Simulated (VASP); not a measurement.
MgH2: single point with PBEsol

MgH2:

```
Mg H
1.0
     0.00000    2.38107    2.38107
     2.38107    0.00000    2.38107
     2.38107    2.38107    0.00000
Mg H
1 2
Direct
  0.99682 0.00277 0.00322
  0.76491 0.73669 0.72906
  0.31184 0.19651 0.19330
```

```json
{
 "Program": "VASP 6.6.1",
 "Task": "single point",
 "Functional": "PBEsol",
 "Potentials or basis": "VASP PAW PBE potentials, release 64 (Mg, H)",
 "Cutoff": "600 eV",
 "k mesh": "5 × 5 × 5",
 "Occupations": "fermi-dirac, width 0.05 eV",
 "Spin": "no spin polarisation",
 "Dipole correction": "no",
 "Further INCAR settings": "ALGO = Normal; EDIFF = 1e-06; NBANDS = 9"
}
```

- Pressure: 0.1 GPa
- Largest force: 0.689 eV/Å
- Band gap on the k mesh: zero (band 2 reaches 3.98 eV, above the bottom of band 3 at 2.88 eV)

Forces in eV/Å, atoms in the order of the input:
```
Mg  -0.553  0.040  0.085
H   -0.122  0.064  0.006
H    0.675 -0.104 -0.091
```

Stress tensor (GPa, compression positive):
```
 0.24 -0.10 -0.32
-0.10  0.00  1.17
-0.32  1.17 -0.01
```

Levels at points of the mesh, in eV from the Fermi level:
| k point | band 1 | band 2 | band 3 | band 4 | band 5 |
| --- | --- | --- | --- | --- | --- |
| (0.00, 0.00, 0.00) | -9.87 | 1.18 | 9.16 | 9.36 | 9.41 |

It took 7.8 s on 1 thread of Intel(R) Xeon(R) 6975P-C (Granite Rapids) (shared host), peak memory 0.16 GiB.

Caveat: the k points lie up to 0.46 Å⁻¹ apart; the PAW data sets were made with another functional, which shifts forces and pressure a little.
